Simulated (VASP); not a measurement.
Runs of VASP 6.6.1 on GaAs. Symmetry: I4/mmm, No. 139, tetragonal system. The conventional cell has a = 3.762 Å, b = 3.762 Å, c = 6.052 Å, α = 90.00°, β = 90.00°, γ = 90.00°. Within 3.5 Å of Ga (site symmetry 4/mmm) lie 6 As at 2.66 to 3.03 Å. As (site symmetry 4/mmm) has 6 Ga at 2.66 to 3.03 Å within 3.5 Å. 

```csv
task,level,k mesh,cutoff (eV),smearing,grid for exact exchange (PRECFOCK),gap on the mesh (eV),pressure (GPa)
single point,r2SCAN50,5 × 5 × 5,440,fermi-dirac 0.05 eV,Normal,none,(a)
single point,PBE,10 × 10 × 10,520,fermi-dirac 0.05 eV,-,none,-3.3
single point,PBE,6 × 6 × 6,520,fermi-dirac 0.03 eV,-,none,-3.3
single point,PBE,6 × 6 × 6,520,fermi-dirac 0.04 eV,-,none,-3.3
electric field gradients,PBE,10 × 10 × 10,520,fermi-dirac 0.05 eV,-,none,-3.2
```

Alike in all rows: potentials or basis VASP PAW PBE potentials, release 64 (Ga_d, As); no spin polarisation; cell as given.

Fill in the values left out.

(a) -9.1.

Caveats: some runs use coarse meshes; the PAW data sets were made with another functional, which shifts forces and pressure a little (some runs).

A k mesh can miss the band edges, and the runs leave out spin-orbit coupling on As, Ga.

A gap of «none» marks levels without a gap at the run's occupations.
